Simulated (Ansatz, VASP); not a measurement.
## RuS2 in VASP and in Ansatz

```
Ru S
1.0
     1.81455    1.04763    5.48607
    -1.81455    1.04763    5.48607
     0.00000   -2.09526    5.48607
Ru S
1 2
Cartesian
  0.0000 0.0000 0.0000
  0.0000 0.0000 4.1475
  0.0000 0.0000 12.3107
```

Alike in both runs: task single point; functional r2SCAN; k mesh 6 × 6 × 6; occupations gaussian, width 0.05 eV; collinear spin; Hubbard terms Ru d U = 2.0 eV.

```csv
,VASP,Ansatz
version,VASP 6.6.1,Ansatz 0.2.0
potentials or method,"VASP PAW PBE potentials, release 64 (Ru_pv, S)",Ansatz PAW
plane-wave cutoff (eV),520,500
valence electrons in the cell,26,28
```

Ansatz gave:

- gap on the k mesh at the Fermi level (eV): none
- pressure (GPa): -8.2
- traceless stress, the component that is largest in VASP (GPa): 4.10
- rms of the force components (eV/Å): 0.441
- net moment per atom (μB): 0.67
- size of the moment on the site where the two differ most (μB): 1.59

Problem. Estimate VASP's values.

Solution. gap on the k mesh at the Fermi level (eV): none; pressure (GPa): -8.8; traceless stress, the component that is largest in VASP (GPa): 4.78; rms of the force components (eV/Å): 0.414; net moment per atom (μB): 0.66; size of the moment on the site where the two differ most (μB): 1.75.

VASP's potentials were made for PBE, not for r2SCAN. Site moments also hang on the region over which each program counts them. The programs project onto different local orbitals, so the same U acts differently, and such runs can settle in different states. Atom by atom the forces differ by 0.030 eV/Å (rms over components). A gap of «none» marks a metal or a gap that the smearing closes. VASP's potentials hold 26 valence electrons a cell and Ansatz's 28, so a difference there can come from the potentials and not from the codes.

Noted on Ansatz's run: the magnetic or orbital state may not be the lowest.
